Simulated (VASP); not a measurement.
Input of a VASP 6.6.1 run:

The input INCAR:

```
PREC     = Accurate       # precision mode
ENCUT    = 520            # plane-wave cutoff, eV
EDIFF    = 1E-7           # SCF threshold, eV
ISMEAR   = -1             # smearing method
SIGMA    = 0.05           # smearing width, eV
LREAL    = F              # projectors in reciprocal space
LASPH    = T              # aspherical terms in the spheres
NELM     = 150            # most SCF steps
ALGO     = Normal         # electronic algorithm
ISIF     = 2              # what is computed and relaxed
LWAVE    = F              # write WAVECAR
LCHARG   = F              # write CHGCAR
ISPIN    = 2              # spin polarisation
MAGMOM   = 0.657 0.657 0.669 0.669 # initial moments
LORBIT   = 11             # projections on sites
LMAXMIX  = 4              # l up to which the mixer works
GGA      = PS             # functional
NBANDS   = 32             # bands
```

The input KPOINTS:

```
regular mesh
0
Gamma
  17 17 5
```

The input POSCAR:

```
Ni
1.0
    2.3447224800      0.0000000000      0.0000000000
   -1.1723612400      2.0305892325      0.0000000000
    0.0000000000      0.0000000000      7.6831881987
Ni
4
Direct
    1.0000000000      1.0000000000      0.0000000000
    1.0000000000      1.0000000000      0.5000000000
    0.3333333333      0.6666666667      0.2500000000
    0.6666666667      0.3333333333      0.7500000000
```

Potentials or basis: VASP PAW PBE potentials, release 64 (Ni).

Run with:

```bash
$ cat potpaw_PBE.64/Ni/POTCAR > POTCAR
$ mpirun -np 1 vasp_std > vasp.out
```

Q: What does it give for the site moments?

A: Ni +0.56, +0.57 (each value once) μB.

Q: What does it give for the pressure?

A: 39.4 GPa.

Stress tensor (GPa, compression positive):
```
39.53  0.00  0.00
 0.00 39.53  0.00
 0.00  0.00 39.28
```

Caveat: the cell stands under pressure; the PAW data sets were made with another functional, which shifts forces and pressure a little.
